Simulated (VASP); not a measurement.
# LiSi16 (a cell with a defect) in VASP: single point with r2SCAN

Aim: the single point of LiSi16 (a cell with a defect) with r2SCAN.

Everything below comes from runs of VASP 6.6.1. Logs are shortened: lines on timing, memory, paths and dates and some standing lists are left out, and cuts for length are marked.

## Step 1: The cell of the first run

The cell holds a defect, 17 atoms: a = 7.679 Å, b = 7.679 Å, c = 7.679 Å, α = 60.00°, β = 60.00°, γ = 60.00°.

## Step 2: Single point, r2SCAN

Contents of POSCAR:

```
LiSi16
1.0
    0.0000000000      5.4300000000      5.4300000000
    5.4300000000      0.0000000000      5.4300000000
    5.4300000000      5.4300000000      0.0000000000
Si Li
16 1
Direct
    0.0006550645      0.0010716390      0.0007674033
    0.1250052486      0.1249884899      0.1250026703
    0.0006697974      0.0010845304      0.4975011050
    0.1227724678      0.1234115101      0.6269179558
    0.0007882136      0.4974524862      0.0008977901
    0.1227954880      0.6272218232      0.1229369245
   -0.0075203499      0.5026404236      0.5024487109
    0.1227945672      0.6272371087      0.6270814917
    0.4975147330      0.0010454880      0.0007386740
    0.6268078269      0.1234220074      0.1229218232
    0.5019222836     -0.0058650092      0.5019819521
    0.6268248619      0.1234193370      0.6268852670
    0.5022814917      0.5025358195     -0.0071328729
    0.6269738490      0.6271915285      0.1229419890
    0.5023215470      0.5025716390      0.5023731123
    0.6244561694      0.6260237569      0.6248232044
    0.3736357274      0.3774302026      0.3746338858
```

Contents of INCAR.step1:

```
SYSTEM = LiSi16
PREC = Accurate ; ENCUT = 520
ISMEAR = 0 ; SIGMA = 0.05
LREAL = Auto ; LASPH = .TRUE.
NELM = 60 ; NBANDS = 48
NELECT = 66.0 ; GGA = PE
ALGO = Normal ; EDIFF = 1E-4
LWAVE = .TRUE. ; LCHARG = .FALSE.
```

Contents of INCAR.step2:

```
SYSTEM = LiSi16
PREC = Accurate ; ENCUT = 520
EDIFF = 1E-6 ; ISMEAR = 0
SIGMA = 0.05 ; LREAL = Auto
LASPH = .TRUE. ; NELM = 60
ALGO = Normal ; ISIF = 2
LWAVE = .FALSE. ; LCHARG = .FALSE.
METAGGA = R2SCAN ; LMIXTAU = .TRUE.
NBANDS = 48 ; NELECT = 66.0
ISTART = 1
```

Contents of KPOINTS:

```
regular mesh
0
G
  2 2 2
  0 0 0
```

Potentials or basis: VASP PAW PBE potentials, release 64 (Si, Li_sv).

Run with:

```
> cat potpaw_PBE.64/Si/POTCAR potpaw_PBE.64/Li_sv/POTCAR > POTCAR
> cp INCAR.step1 INCAR
> mpirun -np 1 vasp_std > vasp.out
> cp INCAR.step2 INCAR
> mpirun -np 1 vasp_std > vasp.out
```

OUTCAR:

```text
SYSTEM = LiSi16
   PREC = Accurate
   ENCUT = 520
   EDIFF = 1E-6
   ISMEAR = 0
   LREAL = Auto
   LASPH = .TRUE.
   NELM = 60
   ISIF = 2
   METAGGA = R2SCAN
   NELECT = 66.0
   ISTART = 1

 ion  position               nearest neighbor table
   1  0.001  0.001  0.001-   2 2.34  10 2.34   4 2.34   6 2.34
   2  0.125  0.125  0.125-   5 2.34   3 2.34   1 2.34   9 2.34
   3  0.001  0.001  0.498-   2 2.34  12 2.34   4 2.34   8 2.34
   4  0.123  0.123  0.627-   3 2.34   1 2.34  11 2.38   7 2.38  17 2.74
   5  0.001  0.497  0.001-   2 2.34  14 2.34   6 2.34   8 2.34
   6  0.123  0.627  0.123-   5 2.34   1 2.34  13 2.38   7 2.38  17 2.73
   7  0.992  0.503  0.502-  16 2.31   4 2.38   6 2.38   8 2.38  17 2.39
   8  0.123  0.627  0.627-   5 2.34   3 2.34  15 2.38   7 2.38  17 2.73
   9  0.498  0.001  0.001-   2 2.34  10 2.34  12 2.34  14 2.34
  10  0.627  0.123  0.123-   1 2.34   9 2.34  11 2.38  13 2.38  17 2.75
  11  0.502  0.994  0.502-  16 2.31  10 2.38  12 2.38   4 2.38  17 2.40
  12  0.627  0.123  0.627-   3 2.34   9 2.34  11 2.38  15 2.38  17 2.74
  13  0.502  0.503  0.993-  16 2.31  10 2.38  14 2.38   6 2.38  17 2.39
  14  0.627  0.627  0.123-   5 2.34   9 2.34  13 2.38  15 2.38  17 2.73
  15  0.502  0.503  0.502-  16 2.31  12 2.38  14 2.38   8 2.38  17 2.39
  16  0.624  0.626  0.625-   7 2.31  15 2.31  13 2.31  11 2.31
  17  0.374  0.377  0.375-   7 2.39  15 2.39  13 2.39  11 2.40   8 2.73   6 2.73  14 2.73   4 2.74
                            12 2.74  10 2.75

  LATTYP: Found a face centered cubic cell.
 ALAT       =    10.8600000000

  Lattice vectors:

 A1 = (   0.0000000000,   5.4300000000,   5.4300000000)
 A2 = (   5.4300000000,   0.0000000000,   5.4300000000)
 A3 = (   5.4300000000,   5.4300000000,   0.0000000000)

Analysis of symmetry for initial positions (statically):
=====================================================================
 Subroutine PRICEL returns:
 Original cell was already a primitive cell.

 Routine SETGRP: Setting up the symmetry group for a
 face centered cubic supercell.

 Subroutine GETGRP returns: Found  1 space group operations
 (whereof  1 operations were pure point group operations)
 out of a pool of 48 trial point group operations.

The static configuration has the point symmetry C_1 .

Analysis of symmetry for dynamics (positions and initial velocities):
=====================================================================
 Subroutine PRICEL returns:
 Original cell was already a primitive cell.

[... 125 lines left out ...]
   NFREE  =      0    steps in history (QN), initial steepest desc. (CG)
   ISIF   =      2    stress and relaxation
   ISYM   =      2    0-nonsym 1-usesym 2-fastsym
   POTIM  = 0.5000    time-step for ionic-motion
   TEBEG  =    0.0;   TEEND  =   0.0 temperature during run
   PSTRESS=    0.0 pullay stress
   NELECT =      66.0000    total number of electrons
   NUPDOWN=      -1.0000    fix difference up-down
   EMIN   =  10.00;   EMAX   =-10.00  energy-range for DOS
   EFERMI =   0.00;   METHOD = LEGACY
   ISMEAR =     0;   SIGMA  =   0.05  broadening in eV -4-tet -1-fermi 0-gaus
   EFERMI_NEDOS =   21; number of points for ismear=-14 and -15
   IALGO  =     38    algorithm
   IMIX   =      4    mixing-type and parameters
     AMIX     =   0.40;   BMIX     =  1.00
     AMIX_MAG =   1.60;   BMIX_MAG =  1.00
  volume/ion in A,a.u.               =      18.84       127.11
  Fermi-wavevector in a.u.,A,eV,Ry     =   0.967044  1.827449 12.723821  0.935174
  Thomas-Fermi vector in A             =   2.096897
   LORBIT       =      0    0 simple, 1 ext, 2 COOP (PROOUT), +10 PAW based schemes
   METAGGA = R2SCAN    functional components
   LHFCALC =     F    Hartree Fock is set to
   AEXX    =    0.0000 exact exchange contribution
   IVDW    =     0    specifies the selected vdW correction
   LEPSILON=     F    determine dielectric tensor
   LRPA    =     F    only Hartree local field effects (RPA)
 non-spin polarized calculation
 Gauss-broadening in eV      SIGMA  =   0.05
  energy-cutoff  :      520.00
  volume of cell :      320.21
 maximum number of plane-waves:      8646
 NGX is ok and might be reduce to    60
   NGX = 29   NGY = 29   NGZ = 29

 number of electron      65.9999999 magnetization

 Free energy of the ion-electron system (eV)
  ---------------------------------------------------
  ext. energy  EPLUGINS =         0.00000000
  ---------------------------------------------------
  free energy    TOTEN  =      -147.80500195 eV

  energy without entropy =     -147.80500195  energy(sigma->0) =     -147.80500195

 E-fermi :   6.3347     XC(G=0):  -9.8963

 val. band max:        5.9517578914   @ k =   0.0000   0.0000   0.0000
 cond. band min:       6.7981955416   @ k =   0.0000   0.0000   0.0000
 fundamental gap:      0.8464376501
 Fermi energy:         6.3347298955

 k-point     1 :       0.0000    0.0000    0.0000
  band No.  band energies     occupation
      1     -42.1137      2.00000
      2      -6.5772      2.00000
      3      -4.2056      2.00000
      4      -4.1462      2.00000
      5      -4.1461      2.00000
      6      -4.1461      2.00000
[... 373 lines left out ...]
     44      10.5671      0.00000
     45      10.6550      0.00000
 [bands above 45 left out]

------------------------ aborting loop because EDIFF is reached ----------------------------------------

  FORCE on cell =-STRESS in cart. coord.  units (eV):
  Direction    XX          YY          ZZ          XY          YZ          ZX
  --------------------------------------------------------------------------------------
  -------------------------------------------------------------------------------------
  Total       -4.0754744     -4.0735842     -4.0753425      0.0002827      0.0095159     -0.0060971
  in kB      -20.3919742    -20.3825161    -20.3913139      0.0014146      0.0476135     -0.0305073
  external PRESSURE =     -20.3886014 kB  Pullay stress =       0.0000000 kB

 VOLUME and BASIS-vectors are now :
 -----------------------------------------------------------------------------
  energy-cutoff  :      520.00
  volume of cell :      320.21
      direct lattice vectors                 reciprocal lattice vectors
     0.000000000  5.430000000  5.430000000    -0.092081031  0.092081031  0.092081031
     5.430000000  0.000000000  5.430000000     0.092081031 -0.092081031  0.092081031
     5.430000000  5.430000000  0.000000000     0.092081031  0.092081031 -0.092081031

 POSITION                                       TOTAL-FORCE (eV/Angst)
 -----------------------------------------------------------------------------------
      0.00999      0.00772      0.00938        -0.011100     -0.003930     -0.009407
      1.35745      1.35754      1.35747        -0.001572      0.001236     -0.001319
      2.70732      2.70507      0.00953         0.003594      0.010995     -0.009930
      4.07429      4.07082      1.33678         0.003759     -0.004237     -0.004320
      2.70604      0.00916      2.70545         0.007779     -0.008739      0.009983
      4.07336      1.33433      4.07259         0.000643      0.004521     -0.002183
[... 9 lines left out ...]
      6.79210      6.78359      6.79011        -0.007772      0.006523     -0.004511
      4.08371      4.06310      4.07829         0.002680     -0.000589      0.010020
 -----------------------------------------------------------------------------------
    total drift:                                0.032654     -0.025684      0.023910

  FREE ENERGIE OF THE ION-ELECTRON SYSTEM (eV)
  ---------------------------------------------------
  free  energy   TOTEN  =      -147.8050019480 eV

  energy  without entropy=     -147.8050019480  energy(sigma->0) =     -147.80500195
```

OSZICAR.step1:

```text
N       E                     dE             d eps       ncg     rms          rms(c)
DAV:   1     0.174125060765E+03    0.17413E+03   -0.25048E+04   768   0.116E+03
DAV:   2    -0.755834488538E+02   -0.24971E+03   -0.23394E+03   936   0.189E+02
DAV:   3    -0.939886332438E+02   -0.18405E+02   -0.18079E+02  1128   0.431E+01
DAV:   4    -0.950615034048E+02   -0.10729E+01   -0.10626E+01  1208   0.925E+00
DAV:   5    -0.950990035021E+02   -0.37500E-01   -0.37495E-01  1024   0.142E+00    0.142E+01
DAV:   6    -0.939942643654E+02    0.11047E+01   -0.93709E-01   888   0.322E+00    0.871E+00
DAV:   7    -0.934970867705E+02    0.49718E+00   -0.14430E+00   936   0.358E+00    0.112E+00
DAV:   8    -0.935076100776E+02   -0.10523E-01   -0.12269E-01   872   0.128E+00    0.478E-01
DAV:   9    -0.935118223954E+02   -0.42123E-02   -0.11070E-02   928   0.380E-01    0.232E-01
DAV:  10    -0.935131201102E+02   -0.12977E-02   -0.14431E-03   888   0.127E-01    0.116E-01
DAV:  11    -0.935137071375E+02   -0.58703E-03   -0.63665E-04   888   0.916E-02    0.244E-02
DAV:  12    -0.935137293540E+02   -0.22217E-04   -0.44790E-05   560   0.250E-02
   1 F= -.93513729E+02 E0= -.93513729E+02  d E =-.972190E-15
```

Run time: 25 min. Hardware: 1 thread of Intel Xeon 8259CL, shared host; peak memory 0.56 GiB.

What came out:

| Item | Value |
| --- | --- |
| Free energy | -147.8050 eV |
| Largest force | 0.015 eV/Å |

Forces on the atoms (eV/Å):
```
Si  -0.011 -0.004 -0.009
Si  -0.002  0.001 -0.001
Si   0.004  0.011 -0.010
Si   0.004 -0.004 -0.004
Si   0.008 -0.009  0.010
Si   0.001  0.005 -0.002
Si   0.004 -0.003  0.009
Si  -0.006  0.000 -0.002
Si  -0.010  0.009  0.004
Si  -0.006 -0.002  0.002
Si   0.002 -0.001 -0.002
Si   0.002  0.005  0.003
Si   0.011 -0.004  0.001
Si   0.000  0.001 -0.003
Si   0.005 -0.011  0.000
Si  -0.008  0.007 -0.005
Li   0.003 -0.001  0.010
```

Levels at points of the mesh, in eV from the Fermi level:
| k point | band 30 | band 31 | band 32 | band 33 | band 34 | band 35 | band 36 | band 37 |
| --- | --- | --- | --- | --- | --- | --- | --- | --- |
| (0.00, 0.00, 0.00) | -1.58 | -0.39 | -0.38 | -0.38 | 0.46 | 0.46 | 0.46 | 0.53 |
| (0.50, 0.00, 0.00) | -1.25 | -1.25 | -1.15 | -1.15 | 1.05 | 1.24 | 1.25 | 1.45 |
| (0.00, 0.50, 0.00) | -1.25 | -1.25 | -1.15 | -1.15 | 1.06 | 1.24 | 1.24 | 1.45 |
| (0.00, 0.00, 0.50) | -1.25 | -1.25 | -1.15 | -1.15 | 1.06 | 1.24 | 1.25 | 1.45 |
| (0.50, 0.50, 0.50) | -1.25 | -1.25 | -1.15 | -1.15 | 1.06 | 1.24 | 1.25 | 1.45 |
| (0.50, 0.50, 0.00) | -1.82 | -1.82 | -1.78 | -1.73 | 0.88 | 0.96 | 2.10 | 2.21 |
| (0.00, 0.50, 0.50) | -1.82 | -1.82 | -1.78 | -1.73 | 0.88 | 0.96 | 2.10 | 2.21 |
| (0.50, 0.00, 0.50) | -1.82 | -1.82 | -1.78 | -1.73 | 0.88 | 0.96 | 2.10 | 2.21 |

Caveat: the k points lie up to 0.50 Å⁻¹ apart; the cell carries a net charge on a neutralising background, which shifts energy and pressure; the cell is charged against a uniform background, so pressure and absolute levels hang on convention; the cutoff is under 1.25 times the usual one of these potentials, so pressure, stress and relaxed cells hold a basis-set (Pulay) error; the PAW data sets were made with another functional, which shifts forces and pressure a little.
